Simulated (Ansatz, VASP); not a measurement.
One calculation of HfN, two programs

```
Hf N
1.0
     0.00000   -2.23398   -2.23398
     0.00000    2.23398   -2.23398
     4.46795    0.00000    0.00000
Hf N
2 2
Cartesian
  2.2340 -0.0210 -2.2340
  0.0000 0.0210 0.0000
  0.0000 0.0116 -2.2340
  2.2340 -0.0116 0.0000
```

Change from the starting cell: mode 4 frozen in at -0.021 Å and mode 11 at +0.000 Å (largest displacements).

Alike in both runs: task single point; functional LDA; k mesh 14 × 14 × 10; occupations gaussian, width 0.15 eV; no spin polarisation.

|  | VASP | Ansatz |
| --- | --- | --- |
| version | VASP 6.6.1 | Ansatz 0.2.0 |
| potentials or method | VASP PAW LDA potentials, release 64 (Hf_pv, N), cutoff 520 eV | scalar-relativistic, plane waves, PAW |
| valence electrons in the cell | 30 | 62 |

Ansatz gave:

* gap on the k mesh at the Fermi level (eV): none
* pressure (GPa): 0.1
* traceless stress, the component that is largest in VASP (GPa): -0.53
* rms of the force components (eV/Å): 0.127

Task: Which values does VASP return?

Result: gap on the k mesh at the Fermi level (eV): none; pressure (GPa): -1.1; traceless stress, the component that is largest in VASP (GPa): -0.53; rms of the force components (eV/Å): 0.128.

Ansatz warns that its potentials were made for another functional, while VASP's fit it. LDA's correlation is that of Perdew and Zunger in VASP and of Perdew and Wang (1992) in Ansatz. Atom by atom the forces differ by 0.002 eV/Å (rms over components). A gap of «none» marks a metal or a gap that the smearing closes. VASP's potentials hold 30 valence electrons a cell and Ansatz's 62, so a difference there can come from the potentials and not from the codes.

Neither program's run includes spin-orbit coupling.
